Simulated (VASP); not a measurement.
The system is Li.

```
Li
1.0
    -2.74916    2.74916    1.50104
     2.74916   -2.74916    1.50104
     2.74916    2.74916   -1.50104
Li
2
Cartesian
  0.0000 0.0000 0.0000
  0.0000 2.7492 0.7505
```

- Program: VASP 6.6.1
- Task: relaxation of cell and atoms
- Functional: PBEsol
- Potentials or basis: VASP PAW PBE potentials, release 64 (Li_sv)
- Cutoff: 600 eV
- k mesh: 12 × 12 × 8
- Occupations: fermi-dirac, width 0.1 eV
- Spin: no spin polarisation

At the start: pressure -1.3 GPa; volume 22.69 Å³/atom.

Problem. Where does the relaxation end?

Solution. Over 4 steps the energy falls by 11.9 meV/atom and the volume is 19.97 Å³/atom (-12.0 %); space group I4_1/amd (No. 141, to 0.1 Å) before and after.

The path:
| step | energy change (eV) | largest force (eV/Å) | pressure (GPa) | volume (Å³) |
| --- | --- | --- | --- | --- |
| 1 | 0.0000 | 0.0002 | -1.29 | 45.38 |
| 2 | -0.0088 | 0.0003 | -1.07 | 44.19 |
| 3 | -0.0229 | 0.0006 | -0.28 | 40.96 |
| 4 | -0.0237 | 0.0007 | 0.03 | 39.95 |

Final structure:
```yaml
crystal:
  lattice:
    - [-2.64011, 2.63946, 1.43154]
    - [2.63946, -2.64011, 1.43154]
    - [2.64300, 2.64300, -1.43271]
  atoms:
    - { symbol: Li, position: [0.99999, 0.00001, 0.00000] }
    - { symbol: Li, position: [0.75001, 0.24999, 0.50000] }
```

Caveat: the cutoff is under 1.25 times the usual one of these potentials, so pressure, stress and relaxed cells hold a basis-set (Pulay) error; the PAW data sets were made with another functional, which shifts forces and pressure a little.
